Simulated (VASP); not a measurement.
# Ru (P6_3/mmc) in VASP: notebook, part 2 of 3

VASP 6.6.1.

### Step 3. Single point, LDA

This run uses another cell than the first one, of 12.76 Å³/atom, 1.012 times its volume.

INCAR reads:

```
PREC = Accurate
ENCUT = 520
EDIFF = 1E-6
ISMEAR = -1
SIGMA = 0.1
LREAL = False
LASPH = True
NELM = 100
ALGO = Normal
ISIF = 2
LWAVE = False
LCHARG = False
NBANDS = 21
```

KPOINTS reads:

```
Automatic mesh
0
Gamma
  20 20 12
```

POSCAR reads:

```
Ru
1.0
    2.6521121182      0.0000000000      0.0000000000
   -1.3260560591      2.2967964680      0.0000000000
    0.0000000000      0.0000000000      4.1896030487
Ru
2
Direct
    0.3333333333      0.6666666667      0.2500000000
    0.6666666667      0.3333333333      0.7500000000
```

Potentials or basis: VASP PAW LDA potentials, release 64 (Ru_pv).

On the command line:

```console
$ cat potpaw_LDA.64/Ru_pv/POTCAR > POTCAR
$ mpirun -np 1 vasp_std > vasp.out
```

OUTCAR:

```text
PREC = Accurate
   ENCUT = 520
   EDIFF = 1E-6
   ISMEAR = -1
   LREAL = False
   LASPH = True
   NELM = 100
   ISIF = 2

 ion  position               nearest neighbor table
   1  0.333  0.667  0.250-   2 2.59   2 2.59   2 2.59   2 2.59   2 2.59   2 2.59
   2  0.667  0.333  0.750-   1 2.59   1 2.59   1 2.59   1 2.59   1 2.59   1 2.59

  LATTYP: Found a hexagonal cell.
 ALAT       =     2.6521121182
 C/A-ratio  =     1.5797232025

  Lattice vectors:

 A1 = (   2.6521121182,   0.0000000000,   0.0000000000)
 A2 = (  -1.3260560591,   2.2967964680,   0.0000000000)
 A3 = (   0.0000000000,   0.0000000000,   4.1896030487)

Analysis of symmetry for initial positions (statically):
=====================================================================
 Subroutine PRICEL returns:
 Original cell was already a primitive cell.

 Routine SETGRP: Setting up the symmetry group for a
 hexagonal supercell.

 Subroutine GETGRP returns: Found 24 space group operations
 (whereof 12 operations were pure point group operations)
 out of a pool of 24 trial point group operations.

The static configuration has the point symmetry D_3d.
 The point group associated with its full space group is D_6h.

Analysis of symmetry for dynamics (positions and initial velocities):
=====================================================================
 Subroutine PRICEL returns:
 Original cell was already a primitive cell.

 Routine SETGRP: Setting up the symmetry group for a
 hexagonal supercell.

 Subroutine GETGRP returns: Found 24 space group operations
 (whereof 12 operations were pure point group operations)
 out of a pool of 24 trial point group operations.

The dynamic configuration has the point symmetry D_3d.
 The point group associated with its full space group is D_6h.

 Subroutine INISYM returns: Found 24 space group operations
 (whereof 12 operations are pure point group operations),
 and found     1 'primitive' translations

----------------------------------------------------------------------------------------

                                     Primitive cell

  volume of cell :      25.5204

  direct lattice vectors                    reciprocal lattice vectors
     2.652112118  0.000000000  0.000000000     0.377057966  0.217694518  0.000000000
    -1.326056059  2.296796468  0.000000000     0.000000000  0.435389036  0.000000000
     0.000000000  0.000000000  4.189603049     0.000000000  0.000000000  0.238686097

  length of vectors
     2.652112118  2.652112118  4.189603049     0.435389036  0.435389036  0.238686097

  position of ions in fractional coordinates (direct lattice)
     0.333333333  0.666666667  0.250000000
     0.666666667  0.333333333  0.750000000

  ion indices of the primitive-cell ions
   primitive index   ion index
                 1           1
                 2           2

----------------------------------------------------------------------------------------

 KPOINTS: Automatic mesh

Automatic generation of k-mesh.
 Grid dimensions read from file:
 generate k-points for:   20   20   12

 Generating k-lattice:

  Cartesian coordinates                     Fractional coordinates (reciprocal lattice)
     0.018852898  0.010884726  0.000000000     0.050000000 -0.000000000  0.000000000
     0.000000000  0.021769452  0.000000000     0.000000000  0.050000000  0.000000000
     0.000000000  0.000000000  0.019890508     0.000000000  0.000000000  0.083333333

  Length of vectors
     0.021769452  0.021769452  0.019890508

  Shift w.r.t. Gamma in fractional coordinates (k-lattice)
     0.000000000  0.000000000  0.000000000

 Subroutine IBZKPT returns following result:
 ===========================================

 Found    308 irreducible k-points:

 Following reciprocal coordinates:
            Coordinates               Weight
  0.000000  0.000000  0.000000      1.000000
  0.050000 -0.000000  0.000000      6.000000
  0.100000  0.000000  0.000000      6.000000
  0.150000  0.000000  0.000000      6.000000
  0.200000  0.000000  0.000000      6.000000
  0.250000  0.000000  0.000000      6.000000
[... 16 lines left out ...]
  0.200000  0.100000  0.000000     12.000000
  0.250000  0.100000  0.000000     12.000000
 [... further k-points ...]
   k-points           NKPTS =    308   k-points in BZ     NKDIM =    308   number of bands    NBANDS=     21
   number of dos      NEDOS =    301   number of ions     NIONS =      2
   total plane-waves  NPLWV =  12800
   dimension x,y,z NGX =    20 NGY =   20 NGZ =   32
   dimension x,y,z NGXF=    40 NGYF=   40 NGZF=   64
   ions per type =               2
   NGX,Y,Z   is equivalent  to a cutoff of  12.54, 12.54, 12.70 a.u.
   NGXF,Y,Z  is equivalent  to a cutoff of  25.07, 25.07, 25.40 a.u.
 SYSTEM =  unknown system
   PREC   = accura    normal or accurate (medium, high low for compatibility)
   ISTART =      0    job   : 0-new  1-cont  2-samecut
   ICHARG =      2    charge: 1-file 2-atom 10-const
   ISPIN  =      1    spin polarized calculation?
   LNONCOLLINEAR =      F non collinear calculations
   LSORBIT =      F    spin-orbit coupling
   LASPH  =      T    aspherical Exc in radial PAW
   ENCUT  =  520.0 eV  38.22 Ry    6.18 a.u.   4.93  4.93  7.79*2*pi/ulx,y,z
   NELM   =    100;   NELMIN=  2; NELMDL= -5     # of ELM steps
   EDIFF  = 0.1E-05   stopping-criterion for ELM
   LREAL  =      F    real-space projection
   EDIFFG = 0.1E-04   stopping-criterion for IOM
   NSW    =      0    number of steps for IOM
   IBRION =     -1    ionic relax: 0-MD 1-quasi-New 2-CG
   NFREE  =      0    steps in history (QN), initial steepest desc. (CG)
   ISIF   =      2    stress and relaxation
   ISYM   =      2    0-nonsym 1-usesym 2-fastsym
   POTIM  = 0.5000    time-step for ionic-motion
   TEBEG  =    0.0;   TEEND  =   0.0 temperature during run
   PSTRESS=    0.0 pullay stress
   NELECT =      28.0000    total number of electrons
   NUPDOWN=      -1.0000    fix difference up-down
   EMIN   =  10.00;   EMAX   =-10.00  energy-range for DOS
   EFERMI =   0.00;   METHOD = LEGACY
   ISMEAR =    -1;   SIGMA  =   0.10  broadening in eV -4-tet -1-fermi 0-gaus
   EFERMI_NEDOS =   21; number of points for ismear=-14 and -15
   IALGO  =     38    algorithm
   IMIX   =      4    mixing-type and parameters
     AMIX     =   0.40;   BMIX     =  1.00
     AMIX_MAG =   1.60;   BMIX_MAG =  1.00
  volume/ion in A,a.u.               =      12.76        86.11
  Fermi-wavevector in a.u.,A,eV,Ry     =   1.688490  3.190783 38.790176  2.850998
  Thomas-Fermi vector in A             =   2.770787
   LORBIT       =      0    0 simple, 1 ext, 2 COOP (PROOUT), +10 PAW based schemes
   GGA     = CA    functional components
   LHFCALC =     F    Hartree Fock is set to
   AEXX    =    0.0000 exact exchange contribution
   IVDW    =     0    specifies the selected vdW correction
   LEPSILON=     F    determine dielectric tensor
   LRPA    =     F    only Hartree local field effects (RPA)
 non-spin polarized calculation
  energy-cutoff  :      520.00
  volume of cell :       25.52
 maximum number of plane-waves:       704
 NGX is ok and might be reduce to    20
   NGX =  9   NGY =  9   NGZ = 15

 number of electron      27.9999993 magnetization

 Free energy of the ion-electron system (eV)
  ---------------------------------------------------
  ext. energy  EPLUGINS =         0.00000000
  ---------------------------------------------------
  free energy    TOTEN  =       -21.39101469 eV

  energy without entropy =      -21.34211969  energy(sigma->0) =      -21.36656719

 E-fermi :  13.8997     XC(G=0): -14.7645

 val. band max:       13.8978284965   @ k =   0.4000   0.0500   0.3333
 cond. band min:      13.9046645286   @ k =   0.4000   0.0000   0.3333
 fundamental gap:      0.0068360321
 Fermi energy:        13.8997215336

 k-point     1 :       0.0000    0.0000    0.0000
  band No.  band energies     occupation
      1     -29.8518      2.00000
      2     -28.6898      2.00000
      3     -28.6898      2.00000
      4     -28.4789      2.00000
      5     -28.4789      2.00000
      6     -28.4238      2.00000
[... 13 lines left out ...]
     20      23.7889      0.00000
     21      24.9641      0.00000
[... 529 lines left out ...]
 k-point    24 :       0.2500    0.1000    0.0000
  band No.  band energies     occupation
      1     -29.4968      2.00000
      2     -29.2935      2.00000
      3     -29.1378      2.00000
      4     -28.8847      2.00000
      5     -28.6199      2.00000
      6     -28.6155      2.00000
[... 13 lines left out ...]
     20      23.7886      0.00000
     21      24.4754      0.00000

 [... further k-points ...]

------------------------ aborting loop because EDIFF is reached ----------------------------------------

  FORCE on cell =-STRESS in cart. coord.  units (eV):
  Direction    XX          YY          ZZ          XY          YZ          ZX
  --------------------------------------------------------------------------------------
  -------------------------------------------------------------------------------------
  Total        1.7708576      1.7708576      1.7883246     -0.0000000      0.0000000      0.0000000
  in kB      111.1749547    111.1749547    112.2715338     -0.0000000      0.0000000      0.0000000
  external PRESSURE =     111.5404811 kB  Pullay stress =       0.0000000 kB

 VOLUME and BASIS-vectors are now :
 -----------------------------------------------------------------------------
  energy-cutoff  :      520.00
  volume of cell :       25.52
      direct lattice vectors                 reciprocal lattice vectors
     2.652112118  0.000000000  0.000000000     0.377057966  0.217694518  0.000000000
    -1.326056059  2.296796468  0.000000000     0.000000000  0.435389036  0.000000000
     0.000000000  0.000000000  4.189603049     0.000000000  0.000000000  0.238686097

 POSITION                                       TOTAL-FORCE (eV/Angst)
 -----------------------------------------------------------------------------------
     -0.00000      1.53120      1.04740        -0.000000      0.000000      0.000000
      1.32606      0.76560      3.14220         0.000000     -0.000000      0.000000
 -----------------------------------------------------------------------------------
    total drift:                                0.000000     -0.000000      0.000000

  FREE ENERGIE OF THE ION-ELECTRON SYSTEM (eV)
  ---------------------------------------------------
  free  energy   TOTEN  =       -21.3910146946 eV

  energy  without entropy=      -21.3421196900  energy(sigma->0) =      -21.36656719
```

stdout:

```text
POSCAR found type information on POSCAR Ru
 POSCAR found :  1 types and       2 ions
 scaLAPACK will be used
 LDA part: xc-table for (Slater(with rela. corr.)+CA(PZ))
 , standard interpolation
 POSCAR, INCAR and KPOINTS ok, starting setup
 FFT: planning ... GRIDC
 FFT: planning ... GRID_SOFT
 FFT: planning ... GRID
 WAVECAR not read
 entering main loop
```

Run time: 3.2 min. Hardware: 1 thread of AMD EPYC 7R13, shared host; peak memory 0.2 GiB.

What came out:

| Item | Value |
| --- | --- |
| Free energy | -21.3910 eV |
| Pressure | 11.2 GPa |
| Band gap on the k mesh | zero (band 14 reaches 15.66 eV, above the bottom of band 15 at 12.07 eV) |

Stress tensor (GPa, compression positive):
```
11.12  0.00  0.00
 0.00 11.12  0.00
 0.00  0.00 11.23
```

Levels at points of the mesh, in eV from the Fermi level:
```tsv
k point	band 10	band 11	band 12	band 13	band 14	band 15	band 16	band 17	band 18	band 19
(0.00, 0.00, 0.00)	-2.90	-2.69	-2.14	-2.14	-1.57	-1.57	1.28	1.28	1.37	9.88
(0.50, 0.00, 0.00)	-3.37	-2.27	-1.93	-1.68	1.56	2.03	2.13	4.41	6.55	9.89
(0.00, 0.00, 0.50)	-3.09	-3.09	-3.09	-2.94	-2.94	0.59	0.59	0.59	0.59	9.89
(0.50, 0.00, 0.50)	-5.00	-1.20	-1.20	0.47	0.47	1.85	1.85	3.63	3.63	9.89
```

### Step 4. Single point, LDA

This run uses another cell than the first one, of 12.86 Å³/atom, 1.019 times its volume.

INCAR reads:

```
PREC = Accurate
ENCUT = 520
EDIFF = 1E-7
ISMEAR = -1
SIGMA = 0.1
LREAL = F
LASPH = T
NELM = 60
ALGO = Normal
ISIF = 2
LWAVE = F
LCHARG = T
LELF = T
LVHAR = T
NBANDS = 21
```

KPOINTS reads:

```
regular mesh
0
Gamma
  20 20 12
```

POSCAR reads:

```
Ru
1.0
    2.6589740365      0.0000000000      0.0000000000
   -1.3294870182      2.3027390636      0.0000000000
    0.0000000000      0.0000000000      4.1991260108
Ru
2
Direct
    0.3333333333      0.6666666667      0.2500000000
    0.6666666667      0.3333333333      0.7500000000
```

Potentials or basis: VASP PAW LDA potentials, release 64 (Ru_pv).

On the command line:

```console
$ cat potpaw_LDA.64/Ru_pv/POTCAR > POTCAR
$ mpirun -np 1 vasp_std > vasp.out
```

OUTCAR:

```text
PREC = Accurate
   ENCUT = 520
   EDIFF = 1E-7
   ISMEAR = -1
   LREAL = F
   LASPH = T
   NELM = 60
   ISIF = 2

 ion  position               nearest neighbor table
   1  0.333  0.667  0.250-   2 2.60   2 2.60   2 2.60   2 2.60   2 2.60   2 2.60
   2  0.667  0.333  0.750-   1 2.60   1 2.60   1 2.60   1 2.60   1 2.60   1 2.60

  LATTYP: Found a hexagonal cell.
 ALAT       =     2.6589740365
 C/A-ratio  =     1.5792279101

  Lattice vectors:

 A1 = (   2.6589740365,   0.0000000000,   0.0000000000)
 A2 = (  -1.3294870182,   2.3027390636,   0.0000000000)
 A3 = (   0.0000000000,   0.0000000000,   4.1991260108)

Analysis of symmetry for initial positions (statically):
=====================================================================
 Subroutine PRICEL returns:
 Original cell was already a primitive cell.

 Routine SETGRP: Setting up the symmetry group for a
 hexagonal supercell.

 Subroutine GETGRP returns: Found 24 space group operations
 (whereof 12 operations were pure point group operations)
 out of a pool of 24 trial point group operations.

The static configuration has the point symmetry D_3d.
[... 159 lines left out ...]
  free energy    TOTEN  =       -21.40261194 eV

  energy without entropy =      -21.35320196  energy(sigma->0) =      -21.37790695

 E-fermi :  13.7539     XC(G=0): -14.7182

 val. band max:       13.7521564106   @ k =   0.4000   0.0500   0.3333
 cond. band min:      13.7583375735   @ k =   0.4000   0.0000   0.3333
 fundamental gap:      0.0061811629
 Fermi energy:        13.7538553947

 k-point     1 :       0.0000    0.0000    0.0000
  band No.  band energies     occupation
      1     -29.9641      2.00000
      2     -28.8297      2.00000
      3     -28.8297      2.00000
      4     -28.6231      2.00000
      5     -28.6231      2.00000
      6     -28.5690      2.00000
[... 565 lines left out ...]
     20      23.6497      0.00000
     21      24.2547      0.00000

 [... further k-points ...]

------------------------ aborting loop because EDIFF is reached ----------------------------------------

  FORCE on cell =-STRESS in cart. coord.  units (eV):
  Direction    XX          YY          ZZ          XY          YZ          ZX
  --------------------------------------------------------------------------------------
  -------------------------------------------------------------------------------------
  Total        1.2942114      1.2942114      1.3137341      0.0000000      0.0000000      0.0000000
  in kB       80.6488309     80.6488309     81.8653874      0.0000000      0.0000000      0.0000000
  external PRESSURE =      81.0543497 kB  Pullay stress =       0.0000000 kB

 VOLUME and BASIS-vectors are now :
 -----------------------------------------------------------------------------
  energy-cutoff  :      520.00
  volume of cell :       25.71
      direct lattice vectors                 reciprocal lattice vectors
     2.658974037  0.000000000  0.000000000     0.376084906  0.217132722  0.000000000
    -1.329487018  2.302739064  0.000000000     0.000000000  0.434265443  0.000000000
     0.000000000  0.000000000  4.199126011     0.000000000  0.000000000  0.238144794

 POSITION                                       TOTAL-FORCE (eV/Angst)
 -----------------------------------------------------------------------------------
     -0.00000      1.53516      1.04978         0.000000      0.000000      0.000000
      1.32949      0.76758      3.14934        -0.000000     -0.000000      0.000000
 -----------------------------------------------------------------------------------
    total drift:                               -0.000000      0.000000     -0.000000

  FREE ENERGIE OF THE ION-ELECTRON SYSTEM (eV)
  ---------------------------------------------------
  free  energy   TOTEN  =       -21.4026119407 eV

  energy  without entropy=      -21.3532019622  energy(sigma->0) =      -21.37790695
```

OSZICAR:

```text
N       E                     dE             d eps       ncg     rms          rms(c)
DAV:   1     0.288678795789E+03    0.28868E+03   -0.17473E+04 12968   0.150E+03
DAV:   2    -0.168098565665E+02   -0.30549E+03   -0.29631E+03 13256   0.450E+02
DAV:   3    -0.227835113389E+02   -0.59737E+01   -0.59412E+01 15351   0.707E+01
DAV:   4    -0.228273490003E+02   -0.43838E-01   -0.43755E-01 16078   0.584E+00
DAV:   5    -0.228278753208E+02   -0.52632E-03   -0.52246E-03 14539   0.584E-01    0.210E+01
DAV:   6    -0.215117670666E+02    0.13161E+01   -0.29351E+00 14881   0.164E+01    0.606E+00
DAV:   7    -0.214147691637E+02    0.96998E-01   -0.46839E-01 14571   0.495E+00    0.121E+00
DAV:   8    -0.214029588729E+02    0.11810E-01   -0.17427E-02 14061   0.140E+00    0.350E-01
DAV:   9    -0.214025881259E+02    0.37075E-03   -0.38899E-04 14931   0.202E-01    0.269E-02
DAV:  10    -0.214026124399E+02   -0.24314E-04   -0.14901E-05 14371   0.389E-02    0.883E-03
DAV:  11    -0.214026119610E+02    0.47887E-06   -0.41087E-06 14636   0.201E-02    0.135E-03
DAV:  12    -0.214026119407E+02    0.20302E-07   -0.49663E-08  9208   0.223E-03
   1 F= -.21402612E+02 E0= -.21377907E+02  d E =-.494100E-01
```

It took 3.3 min on 1 thread of AMD EPYC 7R13, shared host; peak memory 0.2 GiB.

Results:

```
Free energy            : -21.4026 eV
Pressure               : 8.1 GPa
Band gap on the k mesh : zero (band 14 reaches 15.49 eV, above the bottom of band 15 at 11.94 eV)
```

Stress tensor (GPa, compression positive):
```
8.06 0.00 0.00
0.00 8.06 0.00
0.00 0.00 8.19
```

Levels at points of the mesh, in eV from the Fermi level:
| k point | band 10 | band 11 | band 12 | band 13 | band 14 | band 15 | band 16 | band 17 | band 18 | band 19 |
| --- | --- | --- | --- | --- | --- | --- | --- | --- | --- | --- |
| (0.00, 0.00, 0.00) | -2.87 | -2.65 | -2.12 | -2.12 | -1.56 | -1.56 | 1.27 | 1.27 | 1.37 | 9.89 |
| (0.50, 0.00, 0.00) | -3.33 | -2.25 | -1.92 | -1.66 | 1.54 | 2.01 | 2.11 | 4.36 | 6.49 | 9.89 |
| (0.00, 0.00, 0.50) | -3.05 | -3.05 | -3.05 | -2.92 | -2.92 | 0.58 | 0.58 | 0.58 | 0.58 | 9.90 |
| (0.50, 0.00, 0.50) | -4.95 | -1.19 | -1.19 | 0.46 | 0.46 | 1.82 | 1.82 | 3.59 | 3.59 | 9.89 |

[end of part 2 of 3]
